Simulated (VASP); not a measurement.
Wanted: the native input for a VASP 6.6.1 run.

```
Task                   : single point
Functional             : PBE
Potentials or basis    : VASP PAW PBE potentials, release 64 (Na_pv, Be)
Cutoff                 : 520 eV
k mesh                 : 14 × 14 × 14
Occupations            : gaussian, width 0.1 eV
Spin                   : no spin polarisation
Dipole correction      : no
Further INCAR settings : ALGO = Fast; EDIFF = 1e-06; NBANDS = 20
```

The structure of Na3Be lies in POSCAR:

```
Na3Be
1.0
   -2.6212481912      2.6212481912      3.7481885184
    2.6212481912     -2.6212481912      3.7481885184
    2.6212481912      2.6212481912     -3.7481885184
Na Be
3 1
Direct
    0.5000000000      0.5000000000      0.0000000000
    0.2500000000      0.7500000000      0.5000000000
    0.7500000000      0.2500000000      0.5000000000
    0.0000000000      0.0000000000      0.0000000000
```

The input as run:

INCAR

```
PREC = Accurate
ENCUT = 520
EDIFF = 1E-6
ISMEAR = 0
SIGMA = 0.1
LREAL = False
LASPH = True
NELM = 80
ALGO = Fast
ISIF = 2
LWAVE = False
LCHARG = False
GGA = PE
NBANDS = 20
```

KPOINTS

```
regular mesh
0
Gamma
  14 14 14
```

Potentials or basis: VASP PAW PBE potentials, release 64 (Na_pv, Be).

Run with:

```sh
$ cat potpaw_PBE.64/Na_pv/POTCAR potpaw_PBE.64/Be/POTCAR > POTCAR
$ mpirun -np 1 vasp_std > vasp.out
```

It gave:

The pressure is 0.0 GPa.

Run time: 7.5 min on 1 thread of AMD EPYC 9R45 (Zen 5), on a shared host, peak memory 0.48 GiB.
